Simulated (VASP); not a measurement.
Runs of VASP 6.6.1 on W. The structure is that of space group P6/mmm (No. 191), or close to it. The cells are those of the table. 

```tsv
cell	gap on the mesh (eV)	pressure (GPa)
a = 4.471, b = 4.471, c = 2.484 Å, angles 90.0, 90.0, 120.0°, 3 atoms	none	50.7
a = 4.727, b = 4.727, c = 2.626 Å, angles 90.0, 90.0, 120.0°, 3 atoms	none	(b)
a = 4.787, b = 4.787, c = 2.659 Å, angles 90.0, 90.0, 120.0°, 3 atoms	none	-18.3
a = 4.603, b = 4.603, c = 2.557 Å, angles 90.0, 90.0, 120.0°, 3 atoms	none	(a)
a = 4.538, b = 4.538, c = 2.521 Å, angles 90.0, 90.0, 120.0°, 3 atoms	none	30.7
```

Alike in all rows: task single point; level r2SCAN; potentials or basis VASP PAW PBE potentials, release 64 (W_sv); no spin polarisation; k mesh 9 × 9 × 14; cutoff (eV) 520; smearing fermi-dirac 0.1 eV.

**Question.** Estimate the missing entries.

**Answer.** (a) 14.5; (b) -9.5.

Caveats: the PAW data sets were made with another functional, which shifts forces and pressure a little; spin-orbit coupling is left out, which moves the levels of the heavy elements.

A k mesh can miss the band edges, and the runs leave out spin-orbit coupling on W.

A gap of «none» marks levels without a gap at the run's occupations.
